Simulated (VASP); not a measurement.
A run of VASP 6.6.1:

The input INCAR:

```
PREC = Accurate
ENCUT = 520
EDIFF = 1E-7
ISMEAR = 0
SIGMA = 0.1
LREAL = F
LASPH = T
NELM = 80
ALGO = Fast
ISIF = 2
LWAVE = F
LCHARG = F
GGA = PE
NBANDS = 32
```

Contents of KPOINTS:

```
regular mesh
0
Gamma
  16 16 16
```

Contents of POSCAR:

```
Ta3Mo
1.0
   -1.9338666148      1.9338666148      4.7908693083
    1.9338666148     -1.9338666148      4.7908693083
    1.9338666148      1.9338666148     -4.7908693083
Ta Mo
3 1
Direct
    0.5000000000      0.5000000000      0.0000000000
    0.2500000000      0.7500000000      0.5000000000
    0.7500000000      0.2500000000      0.5000000000
    0.0000000000      0.0000000000      0.0000000000
```

Potentials or basis: VASP PAW PBE potentials, release 64 (Ta_pv, Mo_sv).

Run with:

```bash
$ cat potpaw_PBE.64/Ta_pv/POTCAR potpaw_PBE.64/Mo_sv/POTCAR > POTCAR
$ mpirun -np 1 vasp_std > vasp.out
```

Hardware: 1 thread of Intel(R) Xeon(R) 6975P-C (Granite Rapids), with other jobs on the host.

Estimate the wall time of this run.

Wall time 15 min on 1 thread of Intel(R) Xeon(R) 6975P-C (Granite Rapids), with other jobs on the host, peak memory 0.78 GiB. Counts: scf iterations 17, k points 349.
